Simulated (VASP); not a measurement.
Input of a VASP 6.6.1 run:

INCAR

```
PREC = Accurate
ENCUT = 520
EDIFF = 1E-6
ISMEAR = 0
SIGMA = 0.05
LREAL = F
LASPH = T
NELM = 60
ALGO = Normal
ISIF = 2
LWAVE = F
LCHARG = F
GGA = PS
NBANDS = 14
```

Contents of KPOINTS:

```
regular mesh
0
Gamma
  12 12 12
```

Contents of POSCAR:

```
MgO2
1.0
    1.5566181855      0.8987139284      3.4415691918
   -1.5566181855      0.8987139284      3.4415691918
    0.0000000000     -1.7974278569      3.4415691918
Mg O
1 2
Direct
    0.0000000000      0.0000000000      0.0000000000
    0.4287860000      0.4287860000      0.4287860000
    0.5712140000      0.5712140000      0.5712140000
```

Potentials or basis: VASP PAW PBE potentials, release 64 (Mg, O).

The run is started by

```bash
$ cat potpaw_PBE.64/Mg/POTCAR potpaw_PBE.64/O/POTCAR > POTCAR
$ mpirun -np 1 vasp_std > vasp.out
```

(1) Estimate the band gap on the k mesh.

(2) What does it give for the pressure?

(3) What does it give for the largest force?

## Answers

(1) 2.44 eV, direct.

(2) 4.9 GPa.

(3) 0.117 eV/Å.

Caveat: the cell differs from its parent crystal (strain -0.030 along x and y, -0.015 along z); the PAW data sets were made with another functional, which shifts forces and pressure a little.
